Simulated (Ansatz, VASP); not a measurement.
**One calculation of LaLuAs2, two programs**

```xyz
4
Lattice="4.1861 0.0000 0.0000 0.0000 4.1861 0.0000 0.0000 0.0000 5.8943" Properties=species:S:1:pos:R:3 pbc="T T T"
La    0.0000    0.0000    0.0000
As    0.0000    0.0000    2.9471
As    2.0930    2.0930    0.0000
Lu    2.0930    2.0930    2.9471
```

Alike in both runs: task single point; functional PBE; k mesh 6 × 6 × 4; occupations fermi-dirac, width 0.02 eV; no spin polarisation.

|  | VASP | Ansatz |
| --- | --- | --- |
| version | VASP 6.6.1 | Ansatz 0.2.0 |
| potentials or method | VASP PAW PBE potentials, release 64 (La, As, Lu) | plane waves, PAW |
| plane-wave cutoff (eV) | 520 | 420 |
| valence electrons in the cell | 46 | 66 |

```tsv
	VASP	Ansatz	Ansatz less VASP
pressure (GPa)	2.3	2.2	-0.09
```

VASP's potentials hold 46 valence electrons a cell and Ansatz's 66, so a difference there can come from the potentials and not from the codes.

Spin-orbit coupling is off throughout.
